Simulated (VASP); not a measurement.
# MgCdSe (P-6m2) in VASP: further runs

The runs below take MgCdSe through single point, relaxation of cell and atoms, with PBE.

Program: VASP 6.6.1. These are calculated values, not measurements. Logs are shortened: lines on timing, memory, paths and dates and some standing lists are left out, and cuts for length are marked.

## (1) The cell of the first run

The structure is hexagonal, space group P-6m2 (No. 187). The conventional cell has a = 4.633 Å, b = 4.633 Å, c = 3.745 Å, α = 90.00°, β = 90.00°, γ = 120.00°. Within 4.3 Å of Mg (site symmetry -6m2) lie 6 Cd at 3.27 Å and 6 Se at 3.27 Å and 2 Mg at 3.74 Å. Cd (site symmetry -6m2) has 3 Se at 2.67 Å and 6 Mg at 3.27 Å within 3.5 Å. Within 3.5 Å of Se (site symmetry -6m2) lie 3 Cd at 2.67 Å and 6 Mg at 3.27 Å.

## (2) Single point, PBE

INCAR

```
PREC = Accurate
ENCUT = 520
EDIFF = 1E-7
ISMEAR = 0
SIGMA = 0.1
LREAL = False
LASPH = True
NELM = 100
ALGO = Normal
ISIF = 2
LWAVE = False
LCHARG = False
GGA = PE
NBANDS = 17
```

KPOINTS

```
Automatic mesh
0
Gamma
  6 6 4
```

POSCAR

```
MgCdSe
1.0
    4.6329249400      0.0000000000      0.0000000000
   -2.3164624700      4.0122306900      0.0000000000
    0.0000000000      0.0000000000      3.7449954900
Mg Cd Se
1 1 1
Direct
    0.0000000000      0.0000000000      0.0000000000
    0.3333333300      0.6666666700      0.5000000000
    0.6666666700      0.3333333300      0.5000000000
```

Potentials or basis: VASP PAW PBE potentials, release 64 (Mg, Cd, Se).

The run is started by

```console
$ cat potpaw_PBE.64/Mg/POTCAR potpaw_PBE.64/Cd/POTCAR potpaw_PBE.64/Se/POTCAR > POTCAR
$ mpirun -np 1 vasp_std > vasp.out
```

OUTCAR:

```text
PREC = Accurate
   ENCUT = 520
   EDIFF = 1E-7
   ISMEAR = 0
   LREAL = False
   LASPH = True
   NELM = 100
   ISIF = 2
   GGA = PE

 ion  position               nearest neighbor table
   1  0.000  0.000  0.000-   2 3.27   2 3.27   2 3.27   2 3.27   2 3.27   2 3.27
   2  0.333  0.667  0.500-   3 2.67   3 2.67   3 2.67   1 3.27   1 3.27   1 3.27   1 3.27   1 3.27
                             1 3.27
   3  0.667  0.333  0.500-   2 2.67   2 2.67   2 2.67

  LATTYP: Found a hexagonal cell.
 ALAT       =     4.6329249400
 C/A-ratio  =     0.8083436573

  Lattice vectors:

 A1 = (   4.6329249400,   0.0000000000,   0.0000000000)
 A2 = (  -2.3164624700,   4.0122306900,   0.0000000000)
 A3 = (   0.0000000000,   0.0000000000,   3.7449954900)

Analysis of symmetry for initial positions (statically):
=====================================================================
 Subroutine PRICEL returns:
 Original cell was already a primitive cell.

 Routine SETGRP: Setting up the symmetry group for a
 hexagonal supercell.

 Subroutine GETGRP returns: Found 12 space group operations
 (whereof 12 operations were pure point group operations)
 out of a pool of 24 trial point group operations.

The static configuration has the point symmetry D_3h.

Analysis of symmetry for dynamics (positions and initial velocities):
=====================================================================
 Subroutine PRICEL returns:
 Original cell was already a primitive cell.

 Routine SETGRP: Setting up the symmetry group for a
 hexagonal supercell.

 Subroutine GETGRP returns: Found 12 space group operations
 (whereof 12 operations were pure point group operations)
 out of a pool of 24 trial point group operations.

The dynamic configuration has the point symmetry D_3h.

 Subroutine INISYM returns: Found 12 space group operations
 (whereof 12 operations are pure point group operations),
 and found     1 'primitive' translations

----------------------------------------------------------------------------------------

                                     Primitive cell

  volume of cell :      69.6133

  direct lattice vectors                    reciprocal lattice vectors
     4.632924940  0.000000000  0.000000000     0.215846363  0.124618956  0.000000000
    -2.316462470  4.012230690  0.000000000     0.000000000  0.249237912  0.000000000
     0.000000000  0.000000000  3.744995490     0.000000000  0.000000000  0.267023018

  length of vectors
     4.632924940  4.632924938  3.744995490     0.249237912  0.249237912  0.267023018

  position of ions in fractional coordinates (direct lattice)
     0.000000000  0.000000000  0.000000000
     0.333333330  0.666666670  0.500000000
     0.666666670  0.333333330  0.500000000

  ion indices of the primitive-cell ions
   primitive index   ion index
                 1           1
                 2           2
                 3           3

----------------------------------------------------------------------------------------

 KPOINTS: Automatic mesh

Automatic generation of k-mesh.
 Grid dimensions read from file:
 generate k-points for:    6    6    4

 Generating k-lattice:

  Cartesian coordinates                     Fractional coordinates (reciprocal lattice)
     0.035974394  0.020769826  0.000000000     0.166666667  0.000000000  0.000000000
     0.000000000  0.041539652  0.000000000     0.000000000  0.166666667  0.000000000
     0.000000000  0.000000000  0.066755755     0.000000000  0.000000000  0.250000000

  Length of vectors
     0.041539652  0.041539652  0.066755755

  Shift w.r.t. Gamma in fractional coordinates (k-lattice)
     0.000000000  0.000000000  0.000000000

 Subroutine IBZKPT returns following result:
 ===========================================

 Found     21 irreducible k-points:

 Following reciprocal coordinates:
            Coordinates               Weight
  0.000000  0.000000  0.000000      1.000000
  0.166667  0.000000  0.000000      6.000000
  0.333333  0.000000  0.000000      6.000000
  0.500000  0.000000  0.000000      3.000000
  0.166667  0.166667  0.000000      6.000000
  0.333333  0.166667  0.000000     12.000000
[... 13 lines left out ...]
  0.333333  0.166667  0.500000     12.000000
  0.333333  0.333333  0.500000      2.000000
   k-points           NKPTS =     21   k-points in BZ     NKDIM =     21   number of bands    NBANDS=     17
   number of dos      NEDOS =    301   number of ions     NIONS =      3
   total plane-waves  NPLWV =  36288
   dimension x,y,z NGX =    36 NGY =   36 NGZ =   28
   dimension x,y,z NGXF=    72 NGYF=   72 NGZF=   56
   ions per type =               1   1   1
   NGX,Y,Z   is equivalent  to a cutoff of  12.92, 12.92, 12.43 a.u.
   NGXF,Y,Z  is equivalent  to a cutoff of  25.84, 25.84, 24.86 a.u.
 SYSTEM =  unknown system
   PREC   = accura    normal or accurate (medium, high low for compatibility)
   ISTART =      0    job   : 0-new  1-cont  2-samecut
   ICHARG =      2    charge: 1-file 2-atom 10-const
   ISPIN  =      1    spin polarized calculation?
   LNONCOLLINEAR =      F non collinear calculations
   LSORBIT =      F    spin-orbit coupling
   LASPH  =      T    aspherical Exc in radial PAW
   ENCUT  =  520.0 eV  38.22 Ry    6.18 a.u.   8.61  8.61  6.96*2*pi/ulx,y,z
   NELM   =    100;   NELMIN=  2; NELMDL= -5     # of ELM steps
   EDIFF  = 0.1E-06   stopping-criterion for ELM
   LREAL  =      F    real-space projection
   EDIFFG = 0.1E-05   stopping-criterion for IOM
   NSW    =      0    number of steps for IOM
   IBRION =     -1    ionic relax: 0-MD 1-quasi-New 2-CG
   NFREE  =      0    steps in history (QN), initial steepest desc. (CG)
   ISIF   =      2    stress and relaxation
   ISYM   =      2    0-nonsym 1-usesym 2-fastsym
   POTIM  = 0.5000    time-step for ionic-motion
   TEBEG  =    0.0;   TEEND  =   0.0 temperature during run
   PSTRESS=    0.0 pullay stress
   NELECT =      20.0000    total number of electrons
   NUPDOWN=      -1.0000    fix difference up-down
   EMIN   =  10.00;   EMAX   =-10.00  energy-range for DOS
   EFERMI =   0.00;   METHOD = LEGACY
   ISMEAR =     0;   SIGMA  =   0.10  broadening in eV -4-tet -1-fermi 0-gaus
   EFERMI_NEDOS =   21; number of points for ismear=-14 and -15
   IALGO  =     38    algorithm
   IMIX   =      4    mixing-type and parameters
     AMIX     =   0.40;   BMIX     =  1.00
     AMIX_MAG =   1.60;   BMIX_MAG =  1.00
  volume/ion in A,a.u.               =      23.20       156.59
  Fermi-wavevector in a.u.,A,eV,Ry     =   1.080241  2.041360 15.876920  1.166921
  Thomas-Fermi vector in A             =   2.216227
   LORBIT       =      0    0 simple, 1 ext, 2 COOP (PROOUT), +10 PAW based schemes
   GGA     = PE    functional components
   LHFCALC =     F    Hartree Fock is set to
   AEXX    =    0.0000 exact exchange contribution
   IVDW    =     0    specifies the selected vdW correction
   LEPSILON=     F    determine dielectric tensor
   LRPA    =     F    only Hartree local field effects (RPA)
 non-spin polarized calculation
 Gauss-broadening in eV      SIGMA  =   0.10
  energy-cutoff  :      520.00
  volume of cell :       69.61
 maximum number of plane-waves:      1892
 NGX is ok and might be reduce to    36
   NGX = 17   NGY = 17   NGZ = 13

 number of electron      20.0000004 magnetization

 Free energy of the ion-electron system (eV)
  ---------------------------------------------------
  ext. energy  EPLUGINS =         0.00000000
  ---------------------------------------------------
  free energy    TOTEN  =        -5.98852238 eV

  energy without entropy =       -5.98375363  energy(sigma->0) =       -5.98613800

 E-fermi :   3.6572     XC(G=0):  -9.5718

 val. band max:        3.4392196530   @ k =   0.3333   0.1667   0.2500
 cond. band min:       3.6656481817   @ k =   0.5000   0.0000   0.5000
 fundamental gap:      0.2264285287
 Fermi energy:         3.6571560705

 k-point     1 :       0.0000    0.0000    0.0000
  band No.  band energies     occupation
      1     -10.5423      2.00000
      2      -5.9397      2.00000
      3      -5.9397      2.00000
      4      -5.6060      2.00000
      5      -5.5020      2.00000
      6      -5.5020      2.00000
[... 9 lines left out ...]
     16      12.5417      0.00000
     17      12.5417      0.00000

 k-point     2 :       0.1667    0.0000    0.0000
  band No.  band energies     occupation
      1     -10.4660      2.00000
      2      -5.9218      2.00000
      3      -5.8901      2.00000
      4      -5.5916      2.00000
      5      -5.5149      2.00000
      6      -5.5040      2.00000
[... 9 lines left out ...]
     16      11.4384      0.00000
     17      12.0711      0.00000

 k-point     3 :       0.3333    0.0000    0.0000
  band No.  band energies     occupation
      1     -10.3071      2.00000
      2      -5.8282      2.00000
      3      -5.7839      2.00000
      4      -5.5493      2.00000
      5      -5.5402      2.00000
      6      -5.5080      2.00000
[... 9 lines left out ...]
     16      11.3427      0.00000
     17      11.8546      0.00000

 k-point     4 :       0.5000    0.0000    0.0000
  band No.  band energies     occupation
      1     -10.2245      2.00000
      2      -5.7467      2.00000
      3      -5.7269      2.00000
      4      -5.5526      2.00000
      5      -5.5099      2.00000
      6      -5.4954      2.00000
[... 9 lines left out ...]
     16      10.8240      0.00000
     17      11.2100      0.00000

 k-point     5 :       0.1667    0.1667    0.0000
  band No.  band energies     occupation
      1     -10.3480      2.00000
      2      -5.8792      2.00000
      3      -5.7952      2.00000
      4      -5.5592      2.00000
      5      -5.5321      2.00000
      6      -5.5089      2.00000
[... 9 lines left out ...]
     16      10.6359      0.00000
     17      11.4457      0.00000

 k-point     6 :       0.3333    0.1667    0.0000
  band No.  band energies     occupation
      1     -10.2263      2.00000
      2      -5.7932      2.00000
      3      -5.7165      2.00000
      4      -5.5476      2.00000
      5      -5.5149      2.00000
      6      -5.4549      2.00000
[... 9 lines left out ...]
     16      10.3811      0.00000
     17      11.1312      0.00000

 k-point     7 :       0.3333    0.3333    0.0000
  band No.  band energies     occupation
      1     -10.1868      2.00000
      2      -5.7591      2.00000
      3      -5.7266      2.00000
      4      -5.5472      2.00000
      5      -5.5225      2.00000
      6      -5.3452      2.00000
[... 9 lines left out ...]
     16       9.7376      0.00000
     17      10.1015      0.00000

 k-point     8 :       0.0000    0.0000    0.2500
  band No.  band energies     occupation
      1     -10.3475      2.00000
      2      -5.9209      2.00000
      3      -5.9209      2.00000
      4      -5.5606      2.00000
      5      -5.5606      2.00000
      6      -5.4299      2.00000
[... 9 lines left out ...]
     16       9.5223      0.00000
     17      11.4926      0.00000
[... 143 lines left out ...]
      1     -10.0685      2.00000
      2      -5.8715      2.00000
      3      -5.8566      2.00000
      4      -5.6526      2.00000
      5      -5.6215      2.00000
      6      -5.2252      2.00000
[... 9 lines left out ...]
     16       9.5589      0.00000
     17      10.3285      0.00000

 k-point    17 :       0.3333    0.0000    0.5000
  band No.  band energies     occupation
      1      -9.9382      2.00000
      2      -5.7604      2.00000
      3      -5.7403      2.00000
      4      -5.7154      2.00000
      5      -5.6297      2.00000
      6      -5.2916      2.00000
[... 9 lines left out ...]
     16      11.2037      0.00000
     17      12.2576      0.00000

 k-point    18 :       0.5000    0.0000    0.5000
  band No.  band energies     occupation
      1      -9.8716      2.00000
      2      -5.7437      2.00000
      3      -5.7095      2.00000
      4      -5.6337      2.00000
      5      -5.5674      2.00000
      6      -5.4129      2.00000
[... 9 lines left out ...]
     16      11.9468      0.00000
     17      12.3482      0.00000

 k-point    19 :       0.1667    0.1667    0.5000
  band No.  band energies     occupation
      1      -9.9714      2.00000
      2      -5.8204      2.00000
      3      -5.7547      2.00000
      4      -5.6950      2.00000
      5      -5.6332      2.00000
      6      -5.2597      2.00000
[... 9 lines left out ...]
     16       9.6168      0.00000
     17      12.3484      0.00000

 k-point    20 :       0.3333    0.1667    0.5000
  band No.  band energies     occupation
      1      -9.8725      2.00000
      2      -5.7340      2.00000
      3      -5.7287      2.00000
      4      -5.6488      2.00000
      5      -5.6083      2.00000
      6      -5.3334      2.00000
[... 9 lines left out ...]
     16      11.0037      0.00000
     17      12.4530      0.00000

 k-point    21 :       0.3333    0.3333    0.5000
  band No.  band energies     occupation
      1      -9.8401      2.00000
      2      -5.7194      2.00000
      3      -5.7035      2.00000
      4      -5.6738      2.00000
      5      -5.5874      2.00000
      6      -5.3056      2.00000
[... 9 lines left out ...]
     16      10.7553      0.00000
     17      12.8338      0.00000

------------------------ aborting loop because EDIFF is reached ----------------------------------------

  FORCE on cell =-STRESS in cart. coord.  units (eV):
  Direction    XX          YY          ZZ          XY          YZ          ZX
  --------------------------------------------------------------------------------------
  -------------------------------------------------------------------------------------
  Total        2.2303743      2.2303743     -0.3972288      0.0000000      0.0000000      0.0000000
  in kB       51.3329088     51.3329087     -9.1423712      0.0000000      0.0000000      0.0000000
  external PRESSURE =      31.1744821 kB  Pullay stress =       0.0000000 kB

 VOLUME and BASIS-vectors are now :
 -----------------------------------------------------------------------------
  energy-cutoff  :      520.00
  volume of cell :       69.61
      direct lattice vectors                 reciprocal lattice vectors
     4.632924940  0.000000000  0.000000000     0.215846363  0.124618956  0.000000000
    -2.316462470  4.012230690  0.000000000     0.000000000  0.249237912  0.000000000
     0.000000000  0.000000000  3.744995490     0.000000000  0.000000000  0.267023018

 POSITION                                       TOTAL-FORCE (eV/Angst)
 -----------------------------------------------------------------------------------
      0.00000      0.00000      0.00000         0.000000     -0.000000      0.000000
     -0.00000      2.67482      1.87250        -0.000000      0.000000      0.000000
      2.31646      1.33741      1.87250         0.000000     -0.000000      0.000000
 -----------------------------------------------------------------------------------
    total drift:                                0.000001     -0.000001      0.000000

  FREE ENERGIE OF THE ION-ELECTRON SYSTEM (eV)
  ---------------------------------------------------
  free  energy   TOTEN  =        -5.9885223756 eV

  energy  without entropy=       -5.9837536252  energy(sigma->0) =       -5.98613800
```

It took 11 s on 1 thread of Intel Xeon 6975P-C (Granite Rapids), shared host; peak memory 0.19 GiB.

Results:

- Free energy: -5.9885 eV
- Pressure: 3.1 GPa
- Band gap on the k mesh: zero (band 10 reaches 4.74 eV, above the bottom of band 11 at 3.10 eV)

Levels at points of the mesh, in eV from the Fermi level:
| k point | band 8 | band 9 | band 10 | band 11 | band 12 | band 13 |
| --- | --- | --- | --- | --- | --- | --- |
| (0.00, 0.00, 0.00) | -3.02 | -3.02 | -1.98 | 1.17 | 1.17 | 2.61 |
| (0.50, 0.00, 0.00) | -4.33 | -2.14 | -1.39 | 2.10 | 3.74 | 4.51 |
| (0.00, 0.00, 0.50) | -2.50 | -2.50 | -1.74 | 0.91 | 3.09 | 3.09 |
| (0.50, 0.00, 0.50) | -4.27 | -3.64 | -1.87 | 0.01 | 1.56 | 2.91 |

Caveat: the k points lie up to 0.42 Å⁻¹ apart.

## (3) Single point, PBE

This run uses another cell than the first one, of 23.97 Å³/atom, 1.033 times its volume.

INCAR

```
  PREC = Accurate
  ENCUT = 520
  EDIFF = 1E-6
  ISMEAR = 0
  SIGMA = 0.1
  LREAL = False
  LASPH = True
  NELM = 100
  ALGO = Normal
  ISIF = 2
  LWAVE = False
  LCHARG = False
  GGA = PE
  NBANDS = 17
```

KPOINTS

```
regular mesh
0
Gamma
  12 12 12
```

POSCAR

```
MgCdSe
1.0
    4.7253558221      0.0000000000      0.0000000000
   -2.3626779111      4.0922781839      0.0000000000
    0.0000000000      0.0000000000      3.7190145150
Mg Cd Se
1 1 1
Direct
    0.0000000000      0.0000000000      0.0000000000
    0.3333333333      0.6666666667      0.5000000000
    0.6666666667      0.3333333333      0.5000000000
```

Potentials or basis: VASP PAW PBE potentials, release 64 (Mg, Cd, Se).

The run is started by

```console
$ cat potpaw_PBE.64/Mg/POTCAR potpaw_PBE.64/Cd/POTCAR potpaw_PBE.64/Se/POTCAR > POTCAR
$ mpirun -np 1 vasp_std > vasp.out
```

Run time: 45 s. Hardware: 1 thread of Intel Xeon 6975P-C (Granite Rapids), shared host; peak memory 0.33 GiB.

The run converged. Its results:

```
Free energy            : -6.0743 eV
Pressure               : 0.1 GPa
Band gap on the k mesh : zero (band 10 reaches 4.27 eV, above the bottom of band 11 at 2.64 eV)
```

Stress tensor (GPa, compression positive):
```
0.18 0.00 0.00
0.00 0.18 0.00
0.00 0.00 0.00
```

Levels at points of the mesh, in eV from the Fermi level:
```
           k point  band 7  band 8  band 9  band 10  band 11  band 12  band 13  band 14
(0.00, 0.00, 0.00)   -4.00   -2.92   -2.92    -1.58     1.20     1.20     2.46     4.19
(0.50, 0.00, 0.00)   -6.69   -4.11   -2.11    -1.08     2.03     3.97     4.54     4.92
(0.00, 0.00, 0.50)   -5.36   -2.37   -2.37    -1.68     0.94     3.18     3.18     4.18
(0.50, 0.00, 0.50)   -5.24   -4.01   -3.39    -1.61     0.08     1.64     3.03     3.94
```

(Continued in part 2 of 2.)
